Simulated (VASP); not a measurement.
# CdF2 (Fm-3m) in VASP: a series of runs, part 2 of 2

VASP 6.6.1. Earlier steps stand in the parts before.

## Step 5: Single point, PBEsol, non-collinear spin, zero start, spin-orbit coupling

INCAR

```
SYSTEM = CdF2
ALGO = Normal
EDIFF = 1E-6
ENCUT = 520
GGA = PS
GGA_COMPAT = .False.
ISIF = 2
ISMEAR = -1
LASPH = .True.
LCHARG = .True.
LNONCOLLINEAR = .True.
LORBIT = 11
LORBMOM = .True.
LREAL = .False.
LSORBIT = .True.
LVHAR = .True.
LWAVE = .False.
MAGMOM = 0 0 0 0 0 0 0 0 0
NBANDS = 39
NELM = 150
PREC = Accurate
SIGMA = 0.05
```

KPOINTS

```
k-points
0
Gamma
  7 7 7
  0 0 0
```

POSCAR

```
CdF2
1.0
    0.0000000000      2.6940000000      2.6940000000
    2.6940000000      0.0000000000      2.6940000000
    2.6940000000      2.6940000000      0.0000000000
Cd F
1 2
Direct
    0.0000000000      0.0000000000      0.0000000000
    0.7500000000      0.7500000000      0.7500000000
    0.2500000000      0.2500000000      0.2500000000
```

Potentials or basis: VASP PAW PBE potentials, release 64 (Cd, F).

On the command line:

```bash
cat potpaw_PBE.64/Cd/POTCAR potpaw_PBE.64/F/POTCAR > POTCAR
mpirun -np 1 vasp_ncl > vasp.out
```

OUTCAR:

```text
SYSTEM = CdF2
   EDIFF = 1E-6
   ENCUT = 520
   GGA = PS
   ISIF = 2
   ISMEAR = -1
   LASPH = .True.
   LNONCOLLINEAR = .True.
   LORBIT = 11
   LREAL = .False.
   LSORBIT = .True.
   NELM = 150
   PREC = Accurate

 ion  position               nearest neighbor table
   1  0.000  0.000  0.000-   2 2.33   2 2.33   2 2.33   2 2.33   3 2.33   3 2.33   3 2.33   3 2.33

   2  0.750  0.750  0.750-   1 2.33   1 2.33   1 2.33   1 2.33
   3  0.250  0.250  0.250-   1 2.33   1 2.33   1 2.33   1 2.33

  LATTYP: Found a face centered cubic cell.
 ALAT       =     5.3880000000

  Lattice vectors:
[... 1136 lines left out ...]
 l=   3
     0.0000000     0.0000000     0.0000000     0.0000000     0.0000000     0.0000000     0.0000000
     0.0000000     0.0000000     0.0000000     0.0000000     0.0000000     0.0000000     0.0000000
     0.0000000     0.0000000     0.0000000     0.0000000     0.0000000     0.0000000     0.0000000
     0.0000000     0.0000000     0.0000000     0.0000000     0.0000000     0.0000000     0.0000000
     0.0000000     0.0000000     0.0000000     0.0000000     0.0000000     0.0000000     0.0000000
     0.0000000     0.0000000     0.0000000     0.0000000     0.0000000     0.0000000     0.0000000
     0.0000000     0.0000000     0.0000000     0.0000000     0.0000000     0.0000000     0.0000000

 total charge

# of ion       s       p       d       tot
------------------------------------------
    1        0.236   0.201   9.685  10.123
    2        1.737   4.323   0.000   6.061
    3        1.737   4.323   0.000   6.061
--------------------------------------------------
tot          3.711   8.848   9.685  22.244

 magnetization (x)

# of ion       s       p       d       tot
------------------------------------------
    1        0.000   0.000   0.000   0.000
    2       -0.000  -0.000   0.000  -0.000
    3       -0.000  -0.000   0.000  -0.000
--------------------------------------------------
tot         -0.000  -0.000   0.000  -0.000

 magnetization (y)

# of ion       s       p       d       tot
------------------------------------------
    1       -0.000  -0.000   0.000  -0.000
    2        0.000   0.000   0.000   0.000
    3        0.000   0.000   0.000   0.000
--------------------------------------------------
tot         -0.000  -0.000   0.000  -0.000

 magnetization (z)

# of ion       s       p       d       tot
------------------------------------------
    1       -0.000  -0.000   0.000  -0.000
    2        0.000  -0.000   0.000  -0.000
    3        0.000   0.000   0.000   0.000
--------------------------------------------------
tot         -0.000  -0.000   0.000  -0.000
```

OSZICAR:

```text
N       E                     dE             d eps       ncg     rms          rms(c)
DAV:   1     0.226689237653E+03    0.22669E+03   -0.14641E+04  1560   0.136E+03
DAV:   2    -0.404525852382E+00   -0.22709E+03   -0.21487E+03  1694   0.376E+02
DAV:   3    -0.129704741602E+02   -0.12566E+02   -0.12506E+02  1791   0.979E+01
DAV:   4    -0.130452394589E+02   -0.74765E-01   -0.74759E-01  1714   0.786E+00
DAV:   5    -0.130455096912E+02   -0.27023E-03   -0.27023E-03  1785   0.415E-01    0.959E+00
DAV:   6    -0.115962544894E+02    0.14493E+01   -0.27997E+00  2096   0.375E+01    0.730E+00
DAV:   7    -0.116375892489E+02   -0.41335E-01   -0.88221E-01  1651   0.874E+00    0.436E+00
DAV:   8    -0.116301705104E+02    0.74187E-02   -0.15680E-01  1637   0.420E+00    0.830E-01
DAV:   9    -0.116158426638E+02    0.14328E-01   -0.33828E-02  2088   0.295E+00    0.121E-01
DAV:  10    -0.116164265054E+02   -0.58384E-03   -0.44205E-03  1672   0.620E-01    0.117E-01
DAV:  11    -0.116165901365E+02   -0.16363E-03   -0.90776E-05  1735   0.949E-02    0.475E-02
DAV:  12    -0.116166427349E+02   -0.52598E-04   -0.39487E-05  1658   0.755E-02    0.310E-02
DAV:  13    -0.116166423911E+02    0.34377E-06   -0.21622E-05  1701   0.598E-02    0.779E-03
DAV:  14    -0.116166446478E+02   -0.22567E-05   -0.51748E-06  1658   0.194E-02    0.403E-03
DAV:  15    -0.116166445967E+02    0.51155E-07   -0.46614E-08  1289   0.211E-03
   1 F= -.11616645E+02 E0= -.11616645E+02  d E =-.329515E-10  mag=     0.0000     0.0000     0.0000
```

It took 2.4 min on 1 thread of Intel Xeon 8259CL, shared host; peak memory 0.26 GiB.

What came out:

```
Free energy                                           : -11.6166 eV
Pressure                                              : 0.5 GPa
Net moment                                            : 0.00 μB per cell
Valence electrons inside the program's atomic spheres : Cd 10.12; F 6.06
```

Moments on the atoms (μB; x, y, z):
```
Cd  0.00 0.00 0.00
F   0.00 0.00 0.00
F   0.00 0.00 0.00
```

Caveat: the PAW data sets were made with another functional, which shifts forces and pressure a little.

## Step 6: Summary

```csv
task,level,potentials or basis,spin,cell,k mesh,cutoff (eV),pressure (GPa),moment (μB)
relaxation of cell and atoms,RPBE,"VASP PAW PBE potentials, release 64 (Cd, F)",off,relaxed,9 × 9 × 9,600,0.0,-
single point,PBE,"VASP PAW PBE potentials, release 64 (Cd, F)","non-collinear, zero start, SOC",as given,7 × 7 × 7,520,6.2,0.00
single point,LDA,"VASP PAW LDA potentials, release 64 (Cd, F)","non-collinear, zero start, SOC",as given,7 × 7 × 7,520,-4.7,0.00
single point,PBEsol,"VASP PAW PBE potentials, release 64 (Cd, F)","non-collinear, zero start, SOC",as given,7 × 7 × 7,520,0.5,0.00
```

Alike in all rows: smearing fermi-dirac 0.05 eV.

Caveats: the PAW data sets were made with another functional, which shifts forces and pressure a little (at least some runs); the cell stands under pressure (at least some runs); the cell stands under tension (at least some runs).

Absolute energies hang on the potentials; compare differences alone.
